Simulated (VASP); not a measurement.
# SnO in VASP: notebook

Runs on SnO. Level: PBE+D3(BJ). Tasks: single point.

Everything below comes from runs of VASP 6.6.1. Logs are shortened: lines on timing, memory, paths and dates and some standing lists are left out, and cuts for length are marked.

## (1) The cell of the first run

The cell holds a slab with vacuum, 8 atoms: a = 3.820 Å, b = 3.820 Å, c = 22.226 Å, α = 90.00°, β = 90.00°, γ = 90.00°.

## (2) Single point, PBE+D3(BJ) (layers slid over each other)

Contents of INCAR:

```
SYSTEM = SnO
ALGO = Normal ; DIPOL = 0.5 0.5 0.403
EDIFF = 1E-6 ; ENCUT = 910
GGA = PE ; GGA_COMPAT = .False.
IDIPOL = 3 ; ISIF = 2
ISMEAR = 0 ; IVDW = 12
LASPH = .True. ; LCHARG = .True.
LDIPOL = .True. ; LELF = .True.
LREAL = .False. ; LVACPOTAV = .True.
LVHAR = .True. ; LWAVE = .False.
NBANDS = 50 ; NELM = 120
NELMDL = -8 ; PREC = Accurate
SIGMA = 0.05
```

Contents of KPOINTS:

```
k-points
0
Gamma
  7 7 1
  0 0 0
```

Contents of POSCAR:

```
SnO
1.0
    3.8201636883      0.0000000000      0.0000000000
    0.0000000000      3.8201636883      0.0000000000
    0.0000000000      0.0000000000     22.2260802162
Sn O
4 4
Direct
    0.7500000000      0.2500000000      0.2024648501
    0.2500000000      0.7500000000      0.3087831971
    0.6250000000      1.1250000000      0.4977503906
    1.1250000000      0.6250000000      0.6040687375
    0.2500000000      0.2500000000      0.2556240236
    0.7500000000      0.7500000000      0.2556240236
    1.1250000000      1.1250000000      0.5509095640
    0.6250000000      0.6250000000      0.5509095640
```

Potentials or basis: VASP PAW PBE potentials, release 64 (Sn_d, O_h).

Run with:

```bash
$ cat potpaw_PBE.64/Sn_d/POTCAR potpaw_PBE.64/O_h/POTCAR > POTCAR
$ mpirun -np 1 vasp_std > vasp.out
```

OUTCAR:

```text
SYSTEM = SnO
   EDIFF = 1E-6
   ENCUT = 910
   GGA = PE
   ISIF = 2
   ISMEAR = 0
   IVDW = 12
   LASPH = .True.
   LREAL = .False.
   NELM = 120
   NELMDL = -8
   PREC = Accurate
 IVDW          = 12

 ion  position               nearest neighbor table
   1  0.750  0.250  0.202-   5 2.25   6 2.25   6 2.25   5 2.25   2 3.59   2 3.59   2 3.59   2 3.59

   2  0.250  0.750  0.309-   5 2.25   6 2.25   5 2.25   6 2.25   1 3.59   1 3.59   1 3.59   1 3.59

   3  0.625  0.125  0.498-   7 2.25   8 2.25   8 2.25   7 2.25   4 3.59   4 3.59   4 3.59   4 3.59

   4  0.125  0.625  0.604-   7 2.25   8 2.25   7 2.25   8 2.25   3 3.59   3 3.59   3 3.59   3 3.59

   5  0.250  0.250  0.256-   1 2.25   2 2.25   2 2.25   1 2.25
   6  0.750  0.750  0.256-   1 2.25   2 2.25   1 2.25   2 2.25
   7  0.125  0.125  0.551-   3 2.25   3 2.25   4 2.25   4 2.25
   8  0.625  0.625  0.551-   3 2.25   3 2.25   4 2.25   4 2.25

  LATTYP: Found a simple tetragonal cell.
 ALAT       =     3.8201636883
 C/A-ratio  =     5.8180962989

  Lattice vectors:

 A1 = (   3.8201636883,   0.0000000000,   0.0000000000)
 A2 = (   0.0000000000,   3.8201636883,   0.0000000000)
 A3 = (   0.0000000000,   0.0000000000,  22.2260802162)

Analysis of symmetry for initial positions (statically):
=====================================================================
 Subroutine PRICEL returns:
 Original cell was already a primitive cell.

 Routine SETGRP: Setting up the symmetry group for a
 simple tetragonal supercell.

 Subroutine GETGRP returns: Found  4 space group operations
 (whereof  1 operations were pure point group operations)
 out of a pool of 16 trial point group operations.

The static configuration has the point symmetry C_1 .
 The point group associated with its full space group is C_2h.

Analysis of symmetry for dynamics (positions and initial velocities):
=====================================================================
 Subroutine PRICEL returns:
 Original cell was already a primitive cell.

 Routine SETGRP: Setting up the symmetry group for a
 simple tetragonal supercell.

 Subroutine GETGRP returns: Found  4 space group operations
 (whereof  1 operations were pure point group operations)
 out of a pool of 16 trial point group operations.

The dynamic configuration has the point symmetry C_1 .
 The point group associated with its full space group is C_2h.

 Subroutine INISYM returns: Found  4 space group operations
 (whereof  1 operations are pure point group operations),
 and found     1 'primitive' translations

----------------------------------------------------------------------------------------

                                     Primitive cell

  volume of cell :     324.3596

  direct lattice vectors                    reciprocal lattice vectors
     3.820163688  0.000000000  0.000000000     0.261768888  0.000000000  0.000000000
     0.000000000  3.820163688  0.000000000     0.000000000  0.261768888  0.000000000
     0.000000000  0.000000000 22.226080216     0.000000000  0.000000000  0.044992189

  length of vectors
     3.820163688  3.820163688 22.226080216     0.261768888  0.261768888  0.044992189

  position of ions in fractional coordinates (direct lattice)
     0.750000000  0.250000000  0.202464850
     0.250000000  0.750000000  0.308783197
     0.625000000  0.125000000  0.497750391
     0.125000000  0.625000000  0.604068738
     0.250000000  0.250000000  0.255624024
     0.750000000  0.750000000  0.255624024
     0.125000000  0.125000000  0.550909564
     0.625000000  0.625000000  0.550909564

  ion indices of the primitive-cell ions
   primitive index   ion index
                 1           1
                 2           2
                 3           3
                 4           4
                 5           5
                 6           6
                 7           7
                 8           8

----------------------------------------------------------------------------------------

 KPOINTS: k-points

Automatic generation of k-mesh.
 Grid dimensions read from file:
 generate k-points for:    7    7    1

 Generating k-lattice:

  Cartesian coordinates                     Fractional coordinates (reciprocal lattice)
     0.037395555  0.000000000  0.000000000     0.142857143  0.000000000  0.000000000
     0.000000000  0.037395555  0.000000000     0.000000000  0.142857143  0.000000000
     0.000000000  0.000000000  0.044992189     0.000000000  0.000000000  1.000000000

  Length of vectors
     0.037395555  0.037395555  0.044992189

  Shift w.r.t. Gamma in fractional coordinates (k-lattice)
     0.000000000  0.000000000  0.000000000

 Subroutine IBZKPT returns following result:
 ===========================================

 Found     16 irreducible k-points:

 Following reciprocal coordinates:
            Coordinates               Weight
  0.000000  0.000000  0.000000      1.000000
  0.142857  0.000000  0.000000      4.000000
  0.285714  0.000000  0.000000      4.000000
  0.428571  0.000000  0.000000      4.000000
  0.142857  0.142857  0.000000      2.000000
 -0.142857  0.142857  0.000000      2.000000
[... 8 lines left out ...]
  0.428571  0.428571  0.000000      2.000000
 -0.428571  0.428571  0.000000      2.000000
   k-points           NKPTS =     16   k-points in BZ     NKDIM =     16   number of bands    NBANDS=     50
   number of dos      NEDOS =    301   number of ions     NIONS =      8
   total plane-waves  NPLWV = 358400
   dimension x,y,z NGX =    40 NGY =   40 NGZ =  224
   dimension x,y,z NGXF=    80 NGYF=   80 NGZF=  448
   ions per type =               4   4
   NGX,Y,Z   is equivalent  to a cutoff of  17.41, 17.41, 16.75 a.u.
   NGXF,Y,Z  is equivalent  to a cutoff of  34.81, 34.81, 33.51 a.u.
 SYSTEM =  SnO
   PREC   = accura    normal or accurate (medium, high low for compatibility)
   ISTART =      0    job   : 0-new  1-cont  2-samecut
   ICHARG =      2    charge: 1-file 2-atom 10-const
   ISPIN  =      1    spin polarized calculation?
   LNONCOLLINEAR =      F non collinear calculations
   LSORBIT =      F    spin-orbit coupling
   LASPH  =      T    aspherical Exc in radial PAW
   ENCUT  =  910.0 eV  66.88 Ry    8.18 a.u.   9.40  9.40 54.67*2*pi/ulx,y,z
   NELM   =    120;   NELMIN=  2; NELMDL= -8     # of ELM steps
   EDIFF  = 0.1E-05   stopping-criterion for ELM
   LREAL  =      F    real-space projection
   EDIFFG = 0.1E-04   stopping-criterion for IOM
   NSW    =      0    number of steps for IOM
   IBRION =     -1    ionic relax: 0-MD 1-quasi-New 2-CG
   NFREE  =      0    steps in history (QN), initial steepest desc. (CG)
   ISIF   =      2    stress and relaxation
   ISYM   =      2    0-nonsym 1-usesym 2-fastsym
   POTIM  = 0.5000    time-step for ionic-motion
   TEBEG  =    0.0;   TEEND  =   0.0 temperature during run
   PSTRESS=    0.0 pullay stress
   NELECT =      80.0000    total number of electrons
   NUPDOWN=      -1.0000    fix difference up-down
   EMIN   =  10.00;   EMAX   =-10.00  energy-range for DOS
   EFERMI =   0.00;   METHOD = LEGACY
   ISMEAR =     0;   SIGMA  =   0.05  broadening in eV -4-tet -1-fermi 0-gaus
   EFERMI_NEDOS =   21; number of points for ismear=-14 and -15
   IALGO  =     38    algorithm
   IMIX   =      4    mixing-type and parameters
     AMIX     =   0.40;   BMIX     =  1.00
     AMIX_MAG =   1.60;   BMIX_MAG =  1.00
  volume/ion in A,a.u.               =      40.54       273.61
  Fermi-wavevector in a.u.,A,eV,Ry     =   1.026666  1.940118 14.341129  1.054043
  Thomas-Fermi vector in A             =   2.160571
   LORBIT       =      0    0 simple, 1 ext, 2 COOP (PROOUT), +10 PAW based schemes
   GGA     = PE    functional components
   LHFCALC =     F    Hartree Fock is set to
   AEXX    =    0.0000 exact exchange contribution
   IVDW    =    12    specifies the selected vdW correction
   LEPSILON=     F    determine dielectric tensor
   LRPA    =     F    only Hartree local field effects (RPA)
 non-spin polarized calculation
 Gauss-broadening in eV      SIGMA  =   0.05
  energy-cutoff  :      910.00
  volume of cell :      324.36
 maximum number of plane-waves:     20289
 NGX is ok and might be reduce to    40
   NGX = 19   NGY = 19   NGZ =109

 dipolmoment           0.000000      0.000000      0.000141 electrons x Angstroem

 number of electron      79.9999987 magnetization

 dipolmoment           0.000000      0.000000     -0.000001 electrons x Angstroem

 Free energy of the ion-electron system (eV)
  ---------------------------------------------------
  ext. energy  EPLUGINS =         0.00000000
  ---------------------------------------------------
  free energy    TOTEN  =       -45.21745401 eV

  energy without entropy =      -45.21745401  energy(sigma->0) =      -45.21745401

 E-fermi :   0.1286     XC(G=0):  -5.3274

 val. band max:       -0.1403786100   @ k =  -0.1429   0.1429   0.0000
 cond. band min:       2.4247877647   @ k =   0.0000   0.0000   0.0000
 fundamental gap:      2.5651663746
 Fermi energy:         0.1286497841

 k-point     1 :       0.0000    0.0000    0.0000
  band No.  band energies     occupation
      1     -20.9659      2.00000
      2     -20.9659      2.00000
      3     -20.6055      2.00000
      4     -20.6054      2.00000
      5     -20.5675      2.00000
      6     -20.5674      2.00000
[... 42 lines left out ...]
     49       5.2978      0.00000
     50       5.3075      0.00000

 k-point     2 :       0.1429    0.0000    0.0000
  band No.  band energies     occupation
      1     -20.9570      2.00000
      2     -20.9569      2.00000
      3     -20.6061      2.00000
      4     -20.6060      2.00000
      5     -20.5693      2.00000
      6     -20.5691      2.00000
[... 42 lines left out ...]
     49       5.4732      0.00000
     50       5.5546      0.00000

 k-point     3 :       0.2857    0.0000    0.0000
  band No.  band energies     occupation
      1     -20.9319      2.00000
      2     -20.9319      2.00000
      3     -20.7023      2.00000
      4     -20.7021      2.00000
      5     -20.5735      2.00000
      6     -20.5734      2.00000
[... 42 lines left out ...]
     49       5.7036      0.00000
     50       5.8511      0.00000

 k-point     4 :       0.4286    0.0000    0.0000
  band No.  band energies     occupation
      1     -20.8881      2.00000
      2     -20.8880      2.00000
      3     -20.8132      2.00000
      4     -20.8131      2.00000
      5     -20.5766      2.00000
      6     -20.5764      2.00000
[... 575 lines left out ...]
 k-point    15 :       0.4286    0.4286    0.0000
  band No.  band energies     occupation
      1     -20.9067      2.00000
      2     -20.9063      2.00000
      3     -20.8927      2.00000
      4     -20.8923      2.00000
      5     -20.5720      2.00000
      6     -20.5719      2.00000
[... 42 lines left out ...]
     49       6.0169      0.00000
     50       6.3330      0.00000

 k-point    16 :      -0.4286    0.4286    0.0000
  band No.  band energies     occupation
      1     -20.9066      2.00000
      2     -20.9063      2.00000
      3     -20.8927      2.00000
      4     -20.8924      2.00000
      5     -20.5719      2.00000
      6     -20.5719      2.00000
[... 42 lines left out ...]
     49       6.0170      0.00000
     50       6.3614      0.00000

------------------------ aborting loop because EDIFF is reached ----------------------------------------

 Edisp (eV)   -1.23912

 E8    (eV) :    -0.5482

  FORCE on cell =-STRESS in cart. coord.  units (eV):
  Direction    XX          YY          ZZ          XY          YZ          ZX
  --------------------------------------------------------------------------------------
  -------------------------------------------------------------------------------------
  Total       0.00108     0.00108    -0.41849     0.01218     0.09844     0.09844
  in kB       0.00534     0.00534    -2.06716     0.06016     0.48624     0.48624
  external pressure =       -0.69 kB  Pullay stress =        0.00 kB

 VOLUME and BASIS-vectors are now :
 -----------------------------------------------------------------------------
  energy-cutoff  :      910.00
  volume of cell :      324.36
      direct lattice vectors                 reciprocal lattice vectors
     3.820163688  0.000000000  0.000000000     0.261768888  0.000000000  0.000000000
     0.000000000  3.820163688  0.000000000     0.000000000  0.261768888  0.000000000
     0.000000000  0.000000000 22.226080216     0.000000000  0.000000000  0.044992189

 POSITION                                       TOTAL-FORCE (eV/Angst)
 -----------------------------------------------------------------------------------
      2.86512      0.95504      4.50000        -0.001988     -0.001988     -0.071578
      0.95504      2.86512      6.86304        -0.007868     -0.007868      0.166069
      2.38760      0.47752     11.06304         0.007868      0.007868     -0.166069
      0.47752      2.38760     13.42608         0.001988      0.001988      0.071578
      0.95504      0.95504      5.68152         0.003912     -0.011174      0.010490
      2.86512      2.86512      5.68152        -0.011174      0.003912      0.010490
      0.47752      0.47752     12.24456         0.011174     -0.003912     -0.010490
      2.38760      2.38760     12.24456        -0.003912      0.011174     -0.010490
 -----------------------------------------------------------------------------------
    total drift:                               -0.000000     -0.000000      0.000077

  FREE ENERGIE OF THE ION-ELECTRON SYSTEM (eV)
  ---------------------------------------------------
  free  energy   TOTEN  =       -46.4565717641 eV

  energy  without entropy=      -46.4565717641  energy(sigma->0) =      -46.45657176

 vacuum level on the upper side and lower side of the slab         5.016         5.016
```

Wall time 22 min (1 thread of Intel Xeon Platinum 8259CL at 2.50GHz (Skylake/Cascade Lake), shared host); peak memory 0.95 GiB.

What came out:

| Quantity | Value |
| --- | --- |
| Free energy | -46.4566 eV |
| Largest force | 0.166 eV/Å |
| Band gap on the k mesh | 2.57 eV (least direct gap 2.58 eV) |
| Dispersion energy per atom | -0.155 eV |

Forces on the atoms (eV/Å):
```
Sn  -0.002 -0.002 -0.072
Sn  -0.008 -0.008  0.166
Sn   0.008  0.008 -0.166
Sn   0.002  0.002  0.072
O    0.004 -0.011  0.010
O   -0.011  0.004  0.010
O    0.011 -0.004 -0.010
O   -0.004  0.011 -0.010
```

Caveat: the cell differs from its parent crystal (layers slid over each other); the cutoff is under 1.25 times the usual one of these potentials, so pressure, stress and relaxed cells hold a basis-set (Pulay) error; spin-orbit coupling is left out, which moves the levels of the heavy elements.

(Continued in part 2 of 2.)
